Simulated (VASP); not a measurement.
Write the native input for VASP 6.6.1 that does the following.

```
Task                   : single point
Functional             : LDA
Potentials or basis    : VASP PAW LDA potentials, release 64 (Sn_d, Se)
Cutoff                 : 520 eV
k mesh                 : 8 × 8 × 8
Occupations            : gaussian, width 0.02 eV
Spin                   : no spin polarisation
Dipole correction      : no
Further INCAR settings : ALGO = Normal; EDIFF = 1e-07; NBANDS = 17
```

The structure of SnSe lies in POSCAR:

```
SnSe
1.0
    0.0000000000      2.9168816152      2.9168816152
    2.9168816152      0.0000000000      2.9168816152
    2.9168816152      2.9168816152      0.0000000000
Sn Se
1 1
Direct
    0.0000000000      0.0000000000      0.0000000000
    0.5000000000      0.5000000000      0.5000000000
```

This cell differs from its parent crystal: volume scaled by 0.97.

One way to write it, as run:

INCAR

```
SYSTEM = SnSe
ALGO = Normal ; EDIFF = 1E-7
ENCUT = 520 ; ISIF = 2
ISMEAR = 0 ; LASPH = .TRUE.
LCHARG = .TRUE. ; LELF = .TRUE.
LREAL = .FALSE. ; LVHAR = .TRUE.
LWAVE = .FALSE. ; NBANDS = 17
NELM = 60 ; PREC = Accurate
SIGMA = 0.02
```

KPOINTS

```
k-points
0
G
  8 8 8
  0 0 0
```

Potentials or basis: VASP PAW LDA potentials, release 64 (Sn_d, Se).

Command:

```console
$ cat potpaw_LDA.64/Sn_d/POTCAR potpaw_LDA.64/Se/POTCAR > POTCAR
$ mpirun -np 1 vasp_std > vasp.out
```

Results of the run:

| Quantity | Value |
| --- | --- |
| Pressure | 2.1 GPa |
| Band gap on the k mesh | 0.72 eV, indirect (least direct gap 0.92 eV) |

Caveat: spin-orbit coupling is left out, which moves the levels of the heavy elements.

Wall time 19 s on 1 thread of Intel Xeon 8259CL, with other jobs on the host, peak memory 0.16 GiB.
